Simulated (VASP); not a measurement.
A run of VASP 6.6.1:

The input INCAR:

```
SYSTEM = BAs
ALGO = Normal
EDIFF = 1E-6
EDIFFG = -0.04
ENCUT = 600
GGA = PE
IBRION = 2
ISIF = 3
ISMEAR = 0
LASPH = .True.
LCHARG = .False.
LREAL = .False.
LWAVE = .False.
NELM = 60
NSW = 90
PREC = Accurate
SIGMA = 0.1
```

File KPOINTS:

```
k-points
0
Gamma
  6 6 6
  0 0 0
```

File POSCAR:

```
BAs
1.0
    3.1950492200      0.0000000000      0.0000000000
    0.0000000000      3.1950492200      0.0000000000
    0.0000000000      0.0000000000      3.1950492200
B As
1 1
Direct
    0.0000000000      0.0000000000      0.0000000000
    0.5000000000      0.5000000000      0.5000000000
```

Potentials or basis: VASP PAW PBE potentials, release 64 (B, As).

The run is started by

```sh
$ cat potpaw_PBE.64/B/POTCAR potpaw_PBE.64/As/POTCAR > POTCAR
$ mpirun -np 1 vasp_std > vasp.out
```

Hardware: 1 thread of AMD EPYC 9R45 96-Core Processor (Zen 5) (shared host).

Problem. How long does it take, and how much memory?

Solution. Wall time 7.1 s on 1 thread of AMD EPYC 9R45 96-Core Processor (Zen 5), with other jobs on the host, peak memory 0.13 GiB. Counts: scf iterations 18, k points 20, ion steps 2.
